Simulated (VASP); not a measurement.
Here is a VASP 6.6.1 calculation.

Contents of INCAR:

```
PREC = Accurate ; ENCUT = 520
EDIFF = 1E-7 ; ISMEAR = -1
SIGMA = 0.1 ; LREAL = False
LASPH = True ; NELM = 60
ALGO = Normal ; ISIF = 2
LWAVE = False ; LCHARG = True
LDIPOL = True ; IDIPOL = 3
DIPOL = 0.5 0.5 0.500 ; GGA = PS
LELF = True ; LVHAR = True
LVACPOTAV = True ; NBANDS = 33
```

Contents of KPOINTS:

```
Automatic mesh
0
Gamma
  7 5 1
```

POSCAR

```
LaSb
1.0
    4.5627036998      0.0000000000      0.0000000000
    0.0000000000      6.4526374533      0.0000000000
    0.0000000000      0.0000000000     20.5627000000
La Sb
3 3
Direct
    0.0000000000      0.2500000000      0.3959615668
    0.5000000000      0.7500000000      0.5000000040
    0.0000000000      0.2500000000      0.6040384323
    0.0000000000      0.7500000000      0.3874559619
    0.5000000000      0.2500000000      0.5000000032
    0.0000000000      0.7500000000      0.6125440318
```

Potentials or basis: VASP PAW PBE potentials, release 64 (La, Sb).

Run with:

```sh
$ cat potpaw_PBE.64/La/POTCAR potpaw_PBE.64/Sb/POTCAR > POTCAR
$ mpirun -np 1 vasp_std > vasp.out
```

Q: Estimate the largest force.

A: 0.006 eV/Å.

Forces on the atoms (eV/Å):
```
La   0.000  0.000  0.006
La   0.000  0.000  0.000
La   0.000  0.000 -0.006
Sb   0.000  0.000 -0.004
Sb   0.000  0.000  0.000
Sb   0.000  0.000  0.004
```

Caveat: the PAW data sets were made with another functional, which shifts forces and pressure a little.
